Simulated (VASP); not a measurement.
A run of VASP 6.6.1:

The input INCAR:

```
ALGO = Normal
EDIFF = 1E-7
ENCUT = 520
GGA = PE
GGA_COMPAT = F
ISIF = 2
ISMEAR = 0
LASPH = T
LCHARG = F
LORBIT = 11
LORBMOM = T
LREAL = F
LSORBIT = T
LWAVE = F
MAGMOM = 0 0 0 0 0 0 0 0 0 0 0 0
NBANDS = 46
NELM = 150
PREC = Accurate
SIGMA = 0.01
```

KPOINTS

```
k-points
0
Gamma
  6 6 2
```

POSCAR

```
RbBr
1.0
    5.8901392171      0.0000000000      0.0000000000
   -2.9450696086      5.1010101938      0.0000000000
    0.0000000000      0.0000000000      6.8703327493
Rb Br
2 2
Direct
    0.3333333333      0.6666666667     -0.0625000000
    0.6666666667      0.3333333333      0.4375000000
    0.3333333333      0.6666666667      0.4375000000
    0.6666666667      0.3333333333      0.9375000000
```

Potentials or basis: VASP PAW PBE potentials, release 64 (Rb_sv, Br).

Command:

```sh
$ cat potpaw_PBE.64/Rb_sv/POTCAR potpaw_PBE.64/Br/POTCAR > POTCAR
$ mpirun -np 1 vasp_ncl > vasp.out
```

Hardware: 1 thread of Oxide Virtual Turin-like Processor, with other jobs on the host.

**Question.** Estimate the wall time of this run.

**Answer.** It took 10 min on 1 thread of Oxide Virtual Turin-like Processor (shared host), peak memory 0.88 GiB. Counts: scf iterations 16, k points 14.
